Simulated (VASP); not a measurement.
Runs of VASP 6.6.1 on C. The structure is that of space group R-3m (No. 166), or close to it. The cells are those of the table. 

```tsv
cell	gap on the mesh (eV)	pressure (GPa)	largest force (eV/Å)
a = 3.587 Å, angles 42.1°, 2 atoms	0.93	(b)	0.83
a = 3.544 Å, angles 39.5°, 2 atoms	0.86	20.8	0.84
a = 3.663 Å, angles 41.2°, 2 atoms	0.81	-36.0	0.87
a = 3.686 Å, angles 36.9°, 2 atoms	0.63	(a)	0.86
a = 3.558 Å, angles 40.4°, 2 atoms	0.89	-3.2	0.86
```

Alike in all rows: task single point; level LDA; potentials or basis VASP PAW LDA potentials, release 64 (C); no spin polarisation; k mesh 12 × 12 × 12; cutoff (eV) 520; smearing gaussian 0.05 eV.

Problem. Fill in the values left out.

Solution. (a) 48.3; (b) -36.7.

A k mesh can miss the band edges.
